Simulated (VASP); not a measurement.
## RbCl: single point with PBE+D4

RbCl:

```
CELL_PARAMETERS angstrom
0.00000 3.30871 3.30871
3.30871 0.00000 3.30871
3.30871 3.30871 0.00000
ATOMIC_POSITIONS crystal
Rb 0.00000 0.00000 0.00000
Cl 0.50000 0.50000 0.50000
```

```yaml
Program: VASP 6.6.1
Task: single point
Functional: PBE
Dispersion: D4
Potentials_or_basis: VASP PAW PBE potentials, release 64 (Rb_sv, Cl)
Cutoff: 500 eV
k_mesh: 4 × 4 × 4
Occupations: methfessel-paxton, width 0.1 eV
Spin: no spin polarisation
```

- Dispersion energy per atom: -0.104 eV

Levels at points of the mesh, in eV from the Fermi level:
```tsv
k point	band 5	band 6	band 7	band 8	band 9	band 10	band 11	band 12
(0.00, 0.00, 0.00)	-13.83	-5.89	-5.89	-5.89	-1.41	1.88	1.88	1.88
(0.50, 0.00, 0.00)	-13.82	-6.79	-6.22	-6.22	1.27	1.60	4.04	4.04
(0.50, 0.50, 0.00)	-13.93	-6.25	-6.00	-6.00	-0.09	1.88	3.12	4.15
```

Wall time 8.6 s on 1 thread of Intel(R) Xeon(R) Platinum 8559C (Emerald Rapids), with other jobs on the host, peak memory 0.2 GiB.

Caveat: the k points lie up to 0.41 Å⁻¹ apart; the cell carries a net charge on a neutralising background, which shifts energy and pressure; the cell is charged against a uniform background, so pressure and absolute levels hang on convention.
